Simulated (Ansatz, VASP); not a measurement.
Two plane-wave programs on Au

The input POSCAR:

```
Au
1.0
    1.4113099650     -2.5559330250      0.0000000000
    1.4113099650      2.5559330250      0.0000000000
    0.0000000000      0.0000000000      4.8931696100
Au
2
Direct
    0.6653279700      0.3346720300      0.2500000000
    0.3346720300      0.6653279700      0.7500000000
```

The input INCAR.step1:

```
SYSTEM = Au
PREC     = Accurate       ! precision mode
ENCUT    = 550            ! plane-wave cutoff, eV
ISMEAR   = 0              ! smearing method
SIGMA    = 0.1            ! smearing width, eV
LREAL    = .FALSE.        ! projectors in reciprocal space
LASPH    = .TRUE.         ! aspherical terms in the spheres
NELM     = 120            ! most SCF steps
NBANDS   = 26             ! bands
GGA      = PE             ! functional
ALGO     = Normal         ! electronic algorithm
EDIFF    = 1E-5           ! SCF threshold, eV
LWAVE    = .TRUE.         ! write WAVECAR
LCHARG   = .FALSE.        ! write CHGCAR
GGA_COMPAT= .FALSE.
```

INCAR.step2

```
SYSTEM = Au
PREC     = Accurate       ! precision mode
ENCUT    = 550            ! plane-wave cutoff, eV
EDIFF    = 1E-6           ! SCF threshold, eV
ISMEAR   = 0              ! smearing method
SIGMA    = 0.1            ! smearing width, eV
LREAL    = .FALSE.        ! projectors in reciprocal space
LASPH    = .TRUE.         ! aspherical terms in the spheres
NELM     = 120            ! most SCF steps
ALGO     = Normal         ! electronic algorithm
ISIF     = 2              ! what is computed and relaxed
LWAVE    = .FALSE.        ! write WAVECAR
LCHARG   = .FALSE.        ! write CHGCAR
METAGGA  = R2SCAN         ! meta-GGA
LMIXTAU  = .TRUE.       
NBANDS   = 26             ! bands
ISTART   = 1            
GGA_COMPAT= .FALSE.
```

Contents of KPOINTS:

```
Automatic mesh
0
G
  1 1 1
  0 0 0
```

Input for Ansatz:

```yaml
crystal:
  lattice:
    - [1.411309965, -2.555933025, 0.0]
    - [1.411309965, 2.555933025, 0.0]
    - [0.0, 0.0, 4.89316961]
  atoms:
    - { symbol: Au, position: [0.66532797, 0.33467203, 0.25] }
    - { symbol: Au, position: [0.33467203, 0.66532797, 0.75] }
basis:
  ecutwfc: 500
kpoints:
  mp_grid: { grid: [1, 1, 1] }
hamiltonian:
  xc: r2scan
scf:
  occupations: { method: gaussian, width: 0.1 }
output:
  forces: true
  stress: true
  eigenvalues: true
```

Alike in both runs: task single point; functional r2SCAN; k mesh 1 × 1 × 1; occupations gaussian, width 0.1 eV; no spin polarisation.

```csv
,VASP,Ansatz
version,VASP 6.6.1,Ansatz 0.2.0
potentials or method,"VASP PAW PBE potentials, release 64 (Au_sv_GW), cutoff 550 eV","scalar-relativistic, plane waves, PAW"
valence electrons in the cell,38,38
```

|  | VASP | Ansatz | Ansatz less VASP |
| --- | --- | --- | --- |
| gap on the k mesh at the Fermi level (eV) | 1.07 | 1.02 | -0.056 |
| least direct gap on the mesh (eV) | 1.07 | 1.02 | -0.056 |
| pressure (GPa) | -15.6 | -14.8 | +0.73 |
| traceless stress, the component that is largest in VASP (GPa) | 15.04 | 15.34 | +0.293 |
| rms of the force components (eV/Å) | 0.158 | 0.161 | +0.0031 |

VASP's potentials were made for PBE, not for r2SCAN. Atom by atom the forces differ by 0.003 eV/Å (rms over components).

The k mesh is coarse, so the values compare programs but aren't converged. Neither program's run includes spin-orbit coupling.
